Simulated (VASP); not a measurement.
Here is a VASP 6.6.1 calculation.

The input INCAR:

```
SYSTEM = Ir
ALGO = Fast ; EDIFF = 1E-6
ENCUT = 520 ; GGA = CA
ISIF = 2 ; ISMEAR = 0
LASPH = .True. ; LCHARG = .True.
LELF = .True. ; LREAL = .False.
LVHAR = .True. ; LWAVE = .False.
NBANDS = 16 ; NELM = 80
PREC = Accurate ; SIGMA = 0.15
```

KPOINTS

```
k-points
0
Gamma
  21 21 12
  0 0 0
```

Contents of POSCAR:

```
Ir
1.0
    2.8094117329      0.0000000000      0.0000000000
   -1.4047058664      2.4330219303      0.0000000000
    0.0000000000      0.0000000000      4.5551365798
Ir
2
Direct
    0.6666666667      0.3333333333      0.7500000000
    0.3333333333      0.6666666667      0.2500000000
```

Potentials or basis: VASP PAW LDA potentials, release 64 (Ir).

Command:

```sh
$ cat potpaw_LDA.64/Ir/POTCAR > POTCAR
$ mpirun -np 1 vasp_std > vasp.out
```

(1) What does it give for the pressure?

(2) Predict the band gap on the k mesh.

Answers

(1) -32.4 GPa.

(2) zero (band 9 reaches 9.61 eV, above the bottom of band 10 at 6.78 eV).

Caveat: spin-orbit coupling is left out, which moves the levels of the heavy elements.
